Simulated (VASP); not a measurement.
A run of VASP 6.6.1 is set up as follows.

The input INCAR:

```
PREC = Accurate ; ENCUT = 520
EDIFF = 1E-7 ; ISMEAR = 0
SIGMA = 0.05 ; LREAL = F
LASPH = T ; NELM = 80
ALGO = Normal ; ISIF = 2
LWAVE = F ; LCHARG = F
GGA = CA ; NBANDS = 26
```

File KPOINTS:

```
Automatic mesh
0
Gamma
  8 6 4
```

File POSCAR:

```
AlN
1.0
   -1.6378403119      2.8368226349      0.0000000000
    0.0000000000      0.0000000000      4.1006264518
    4.9135209358      2.8368226349      0.0000000000
Al N
4 4
Direct
    0.4256494670      0.7500000000      0.0661736991
    1.0000000000      0.7500000000      0.6666666667
    0.0000000000      0.2500000000      0.3333333333
    0.5000000000      0.2500000000      0.8333333333
    0.5000000000      0.2500000000      0.1666666667
    1.0000000000      0.2500000000      0.6666666667
    0.0000000000      0.7500000000      0.3333333333
    0.5000000000      0.7500000000      0.8333333333
```

Potentials or basis: VASP PAW LDA potentials, release 64 (Al, N).

Run with:

```sh
$ cat potpaw_LDA.64/Al/POTCAR potpaw_LDA.64/N/POTCAR > POTCAR
$ mpirun -np 1 vasp_std > vasp.out
```

Q: What does it give for the largest force?

A: 36.529 eV/Å.

Q: Predict the band gap on the k mesh.

A: 1.56 eV, indirect (least direct gap 1.62 eV).

Forces in eV/Å, atoms in the order of the input:
```
Al   33.531  14.491   0.000
Al   -2.902  -1.985   0.000
Al   -0.528  -0.558   0.000
Al   -0.770   0.079   0.000
N    -2.089  -1.946   0.000
N     1.233   0.693   0.000
N    -1.217  -0.506   0.000
N   -27.258 -10.267   0.000
```

Caveat: the cell differs from its parent crystal (atom 1 (Al) moved by -0.372 Å along [1 0 0] and -0.496 Å along [1 2 0]); forces of over 1 eV/Å act on the atoms, so gaps and moduli don't describe the material at rest. A k mesh can miss the band edges.
